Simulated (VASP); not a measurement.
# SnTe (Fm-3m) in VASP: further runs

The runs below take SnTe through single point, with PBE.

All numbers are computed with VASP 6.6.1; they aren't measurements. Logs are shortened: lines on timing, memory, paths and dates and some standing lists are left out, and cuts for length are marked.

### Step 1. The cell of the first run

Symmetry: Fm-3m, No. 225, cubic system. Conventional cell: a = 6.302 Å, b = 6.302 Å, c = 6.302 Å, α = 90.00°, β = 90.00°, γ = 90.00°. Within 4.1 Å of Sn (site symmetry m-3m) lie 6 Te at 3.15 Å. Within 4.1 Å of Te (site symmetry m-3m) lie 6 Sn at 3.15 Å.

### Step 2. Single point, PBE

INCAR

```
SYSTEM = SnTe
ALGO = Normal ; EDIFF = 1E-7
ENCUT = 520 ; GGA = PE
ISIF = 2 ; ISMEAR = 0
LASPH = .True. ; LCHARG = .False.
LREAL = .False. ; LWAVE = .False.
NBANDS = 17 ; NELM = 100
PREC = Accurate ; SIGMA = 0.01
```

KPOINTS

```
k-points
0
Gamma
  5 5 5
  0 0 0
```

POSCAR

```
SnTe
1.0
    0.0000000000      3.1508500000      3.1508500000
    3.1508500000      0.0000000000      3.1508500000
    3.1508500000      3.1508500000      0.0000000000
Sn Te
1 1
Direct
    0.0000000000      0.0000000000      0.0000000000
    0.5000000000      0.5000000000      0.5000000000
```

Potentials or basis: VASP PAW PBE potentials, release 64 (Sn_d, Te).

Run with:

```sh
> cat potpaw_PBE.64/Sn_d/POTCAR potpaw_PBE.64/Te/POTCAR > POTCAR
> mpirun -np 1 vasp_std > vasp.out
```

OUTCAR:

```text
SYSTEM = SnTe
   EDIFF = 1E-7
   ENCUT = 520
   GGA = PE
   ISIF = 2
   ISMEAR = 0
   LASPH = .True.
   LREAL = .False.
   NELM = 100
   PREC = Accurate

 ion  position               nearest neighbor table
   1  0.000  0.000  0.000-   2 3.15   2 3.15   2 3.15   2 3.15   2 3.15   2 3.15
   2  0.500  0.500  0.500-   1 3.15   1 3.15   1 3.15   1 3.15   1 3.15   1 3.15

  LATTYP: Found a face centered cubic cell.
 ALAT       =     6.3017000000

  Lattice vectors:

 A1 = (   0.0000000000,   3.1508500000,   3.1508500000)
 A2 = (   3.1508500000,   0.0000000000,   3.1508500000)
 A3 = (   3.1508500000,   3.1508500000,   0.0000000000)

Analysis of symmetry for initial positions (statically):
=====================================================================
 Subroutine PRICEL returns:
 Original cell was already a primitive cell.

 Routine SETGRP: Setting up the symmetry group for a
 face centered cubic supercell.

 Subroutine GETGRP returns: Found 48 space group operations
 (whereof 48 operations were pure point group operations)
 out of a pool of 48 trial point group operations.

The static configuration has the point symmetry O_h .

Analysis of symmetry for dynamics (positions and initial velocities):
=====================================================================
 Subroutine PRICEL returns:
 Original cell was already a primitive cell.

 Routine SETGRP: Setting up the symmetry group for a
 face centered cubic supercell.

 Subroutine GETGRP returns: Found 48 space group operations
 (whereof 48 operations were pure point group operations)
 out of a pool of 48 trial point group operations.

The dynamic configuration has the point symmetry O_h .

 Subroutine INISYM returns: Found 48 space group operations
 (whereof 48 operations are pure point group operations),
 and found     1 'primitive' translations

----------------------------------------------------------------------------------------

                                     Primitive cell

  volume of cell :      62.5624

  direct lattice vectors                    reciprocal lattice vectors
     0.000000000  3.150850000  3.150850000    -0.158687338  0.158687338  0.158687338
     3.150850000  0.000000000  3.150850000     0.158687338 -0.158687338  0.158687338
     3.150850000  3.150850000  0.000000000     0.158687338  0.158687338 -0.158687338

  length of vectors
     4.455974803  4.455974803  4.455974803     0.274854533  0.274854533  0.274854533

  position of ions in fractional coordinates (direct lattice)
     0.000000000  0.000000000  0.000000000
     0.500000000  0.500000000  0.500000000

  ion indices of the primitive-cell ions
   primitive index   ion index
                 1           1
                 2           2

----------------------------------------------------------------------------------------

 KPOINTS: k-points

Automatic generation of k-mesh.
 Grid dimensions read from file:
 generate k-points for:    5    5    5

 Generating k-lattice:

  Cartesian coordinates                     Fractional coordinates (reciprocal lattice)
    -0.031737468  0.031737468  0.031737468     0.200000000  0.000000000  0.000000000
     0.031737468 -0.031737468  0.031737468     0.000000000  0.200000000  0.000000000
     0.031737468  0.031737468 -0.031737468     0.000000000  0.000000000  0.200000000

  Length of vectors
     0.054970907  0.054970907  0.054970907

  Shift w.r.t. Gamma in fractional coordinates (k-lattice)
     0.000000000  0.000000000  0.000000000

 Subroutine IBZKPT returns following result:
 ===========================================

 Found     10 irreducible k-points:

 Following reciprocal coordinates:
            Coordinates               Weight
  0.000000  0.000000  0.000000      1.000000
  0.200000  0.000000  0.000000      8.000000
  0.400000  0.000000  0.000000      8.000000
  0.200000  0.200000  0.000000      6.000000
  0.400000  0.200000  0.000000     24.000000
 -0.400000  0.200000  0.000000     24.000000
 -0.200000  0.200000  0.000000     12.000000
  0.400000  0.400000  0.000000      6.000000
 -0.400000  0.400000  0.000000     12.000000
 -0.400000  0.400000  0.200000     24.000000
   k-points           NKPTS =     10   k-points in BZ     NKDIM =     10   number of bands    NBANDS=     17
   number of dos      NEDOS =    301   number of ions     NIONS =      2
   total plane-waves  NPLWV =  46656
   dimension x,y,z NGX =    36 NGY =   36 NGZ =   36
   dimension x,y,z NGXF=    72 NGYF=   72 NGZF=   72
   ions per type =               1   1
   NGX,Y,Z   is equivalent  to a cutoff of  13.43, 13.43, 13.43 a.u.
   NGXF,Y,Z  is equivalent  to a cutoff of  26.86, 26.86, 26.86 a.u.
 SYSTEM =  SnTe
   PREC   = accura    normal or accurate (medium, high low for compatibility)
   ISTART =      0    job   : 0-new  1-cont  2-samecut
   ICHARG =      2    charge: 1-file 2-atom 10-const
   ISPIN  =      1    spin polarized calculation?
   LNONCOLLINEAR =      F non collinear calculations
   LSORBIT =      F    spin-orbit coupling
   LASPH  =      T    aspherical Exc in radial PAW
   ENCUT  =  520.0 eV  38.22 Ry    6.18 a.u.   8.29  8.29  8.29*2*pi/ulx,y,z
   NELM   =    100;   NELMIN=  2; NELMDL= -5     # of ELM steps
   EDIFF  = 0.1E-06   stopping-criterion for ELM
   LREAL  =      F    real-space projection
   EDIFFG = 0.1E-05   stopping-criterion for IOM
   NSW    =      0    number of steps for IOM
   IBRION =     -1    ionic relax: 0-MD 1-quasi-New 2-CG
   NFREE  =      0    steps in history (QN), initial steepest desc. (CG)
   ISIF   =      2    stress and relaxation
   ISYM   =      2    0-nonsym 1-usesym 2-fastsym
   POTIM  = 0.5000    time-step for ionic-motion
   TEBEG  =    0.0;   TEEND  =   0.0 temperature during run
   PSTRESS=    0.0 pullay stress
   NELECT =      20.0000    total number of electrons
   NUPDOWN=      -1.0000    fix difference up-down
   EMIN   =  10.00;   EMAX   =-10.00  energy-range for DOS
   EFERMI =   0.00;   METHOD = LEGACY
   ISMEAR =     0;   SIGMA  =   0.01  broadening in eV -4-tet -1-fermi 0-gaus
   EFERMI_NEDOS =   21; number of points for ismear=-14 and -15
   IALGO  =     38    algorithm
   IMIX   =      4    mixing-type and parameters
     AMIX     =   0.40;   BMIX     =  1.00
     AMIX_MAG =   1.60;   BMIX_MAG =  1.00
  volume/ion in A,a.u.               =      31.28       211.10
  Fermi-wavevector in a.u.,A,eV,Ry     =   1.119387  2.115336 17.048485  1.253028
  Thomas-Fermi vector in A             =   2.256026
   LORBIT       =      0    0 simple, 1 ext, 2 COOP (PROOUT), +10 PAW based schemes
   GGA     = PE    functional components
   LHFCALC =     F    Hartree Fock is set to
   AEXX    =    0.0000 exact exchange contribution
   IVDW    =     0    specifies the selected vdW correction
   LEPSILON=     F    determine dielectric tensor
   LRPA    =     F    only Hartree local field effects (RPA)
 non-spin polarized calculation
 Gauss-broadening in eV      SIGMA  =   0.01
  energy-cutoff  :      520.00
  volume of cell :       62.56
 maximum number of plane-waves:      1694
 NGX is ok and might be reduce to    36
   NGX = 17   NGY = 17   NGZ = 17

 number of electron      19.9999998 magnetization

 Free energy of the ion-electron system (eV)
  ---------------------------------------------------
  ext. energy  EPLUGINS =         0.00000000
  ---------------------------------------------------
  free energy    TOTEN  =        -7.54748924 eV

  energy without entropy =       -7.54748924  energy(sigma->0) =       -7.54748924

 E-fermi :   6.6993     XC(G=0):  -9.5008

 val. band max:        6.6139028256   @ k =  -0.2000   0.2000   0.0000
 cond. band min:       7.5326526152   @ k =   0.4000   0.0000   0.0000
 fundamental gap:      0.9187497896
 Fermi energy:         6.6992776192

 k-point     1 :       0.0000    0.0000    0.0000
  band No.  band energies     occupation
      1     -14.9595      2.00000
      2     -14.9595      2.00000
      3     -14.9531      2.00000
      4     -14.9531      2.00000
      5     -14.9531      2.00000
      6      -5.8538      2.00000
[... 9 lines left out ...]
     16      11.7032      0.00000
     17      13.7719      0.00000

 k-point     2 :       0.2000    0.0000    0.0000
  band No.  band energies     occupation
      1     -14.9611      2.00000
      2     -14.9611      2.00000
      3     -14.9525      2.00000
      4     -14.9509      2.00000
      5     -14.9509      2.00000
      6      -5.5246      2.00000
[... 9 lines left out ...]
     16      12.4946      0.00000
     17      15.8964      0.00000

 k-point     3 :       0.4000    0.0000    0.0000
  band No.  band energies     occupation
      1     -14.9642      2.00000
      2     -14.9642      2.00000
      3     -14.9517      2.00000
      4     -14.9469      2.00000
      5     -14.9469      2.00000
      6      -4.7640      2.00000
[... 9 lines left out ...]
     16      14.6159      0.00000
     17      16.9238      0.00000

 k-point     4 :       0.2000    0.2000    0.0000
  band No.  band energies     occupation
      1     -14.9649      2.00000
      2     -14.9579      2.00000
      3     -14.9544      2.00000
      4     -14.9495      2.00000
      5     -14.9495      2.00000
      6      -5.4183      2.00000
[... 9 lines left out ...]
     16      13.6614      0.00000
     17      14.2621      0.00000

 k-point     5 :       0.4000    0.2000    0.0000
  band No.  band energies     occupation
      1     -14.9685      2.00000
      2     -14.9593      2.00000
      3     -14.9535      2.00000
      4     -14.9470      2.00000
      5     -14.9458      2.00000
      6      -4.7949      2.00000
[... 9 lines left out ...]
     16      15.6435      0.00000
     17      16.5811      0.00000

 k-point     6 :      -0.4000    0.2000    0.0000
  band No.  band energies     occupation
      1     -14.9672      2.00000
      2     -14.9625      2.00000
      3     -14.9502      2.00000
      4     -14.9474      2.00000
      5     -14.9458      2.00000
      6      -4.4328      2.00000
[... 9 lines left out ...]
     16      14.5755      0.00000
     17      17.4176      0.00000

 k-point     7 :      -0.2000    0.2000    0.0000
  band No.  band energies     occupation
      1     -14.9633      2.00000
      2     -14.9627      2.00000
      3     -14.9515      2.00000
      4     -14.9492      2.00000
      5     -14.9479      2.00000
      6      -5.0374      2.00000
[... 9 lines left out ...]
     16      15.0456      0.00000
     17      15.4610      0.00000

 k-point     8 :       0.4000    0.4000    0.0000
  band No.  band energies     occupation
      1     -14.9751      2.00000
      2     -14.9566      2.00000
      3     -14.9553      2.00000
      4     -14.9434      2.00000
      5     -14.9434      2.00000
      6      -4.4786      2.00000
[... 9 lines left out ...]
     16      16.5985      0.00000
     17      17.5292      0.00000

 k-point     9 :      -0.4000    0.4000    0.0000
  band No.  band energies     occupation
      1     -14.9739      2.00000
      2     -14.9574      2.00000
      3     -14.9544      2.00000
      4     -14.9441      2.00000
      5     -14.9433      2.00000
      6      -4.2315      2.00000
[... 9 lines left out ...]
     16      15.8680      0.00000
     17      17.7533      0.00000

 k-point    10 :      -0.4000    0.4000    0.2000
  band No.  band energies     occupation
      1     -14.9707      2.00000
      2     -14.9597      2.00000
      3     -14.9518      2.00000
      4     -14.9474      2.00000
      5     -14.9434      2.00000
      6      -4.3199      2.00000
[... 9 lines left out ...]
     16      16.5670      0.00000
     17      16.6152      0.00000

------------------------ aborting loop because EDIFF is reached ----------------------------------------

  FORCE on cell =-STRESS in cart. coord.  units (eV):
  Direction    XX          YY          ZZ          XY          YZ          ZX
  --------------------------------------------------------------------------------------
  -------------------------------------------------------------------------------------
  Total        0.8632891      0.8632891      0.8632891      0.0000000     -0.0000000      0.0000000
  in kB       22.1082127     22.1082127     22.1082127      0.0000000     -0.0000000      0.0000000
  external PRESSURE =      22.1082127 kB  Pullay stress =       0.0000000 kB

 VOLUME and BASIS-vectors are now :
 -----------------------------------------------------------------------------
  energy-cutoff  :      520.00
  volume of cell :       62.56
      direct lattice vectors                 reciprocal lattice vectors
     0.000000000  3.150850000  3.150850000    -0.158687338  0.158687338  0.158687338
     3.150850000  0.000000000  3.150850000     0.158687338 -0.158687338  0.158687338
     3.150850000  3.150850000  0.000000000     0.158687338  0.158687338 -0.158687338

 POSITION                                       TOTAL-FORCE (eV/Angst)
 -----------------------------------------------------------------------------------
      0.00000      0.00000      0.00000         0.000000     -0.000000      0.000000
      3.15085      3.15085      3.15085         0.000000      0.000000     -0.000000
 -----------------------------------------------------------------------------------
    total drift:                               -0.000000      0.000000      0.000000

  FREE ENERGIE OF THE ION-ELECTRON SYSTEM (eV)
  ---------------------------------------------------
  free  energy   TOTEN  =        -7.5474892370 eV

  energy  without entropy=       -7.5474892370  energy(sigma->0) =       -7.54748924
```

Wall time 13 s (1 thread of AMD EPYC 9R45 (Zen 5), shared host); peak memory 0.17 GiB.

What came out:

| Quantity | Value |
| --- | --- |
| Free energy | -7.5475 eV |
| Pressure | 2.2 GPa |

Levels at points of the mesh, in eV from the Fermi level:
| k point | band 8 | band 9 | band 10 | band 11 | band 12 | band 13 |
| --- | --- | --- | --- | --- | --- | --- |
| (0.00, 0.00, 0.00) | -1.89 | -1.89 | -1.89 | 3.60 | 3.60 | 3.60 |

Caveat: this odd mesh misses L, where the gap lies, so gap, dielectric constants and Born charges aren't listed; spin-orbit coupling is left out, which moves the levels of the heavy elements.

[end of part 1 of 2]
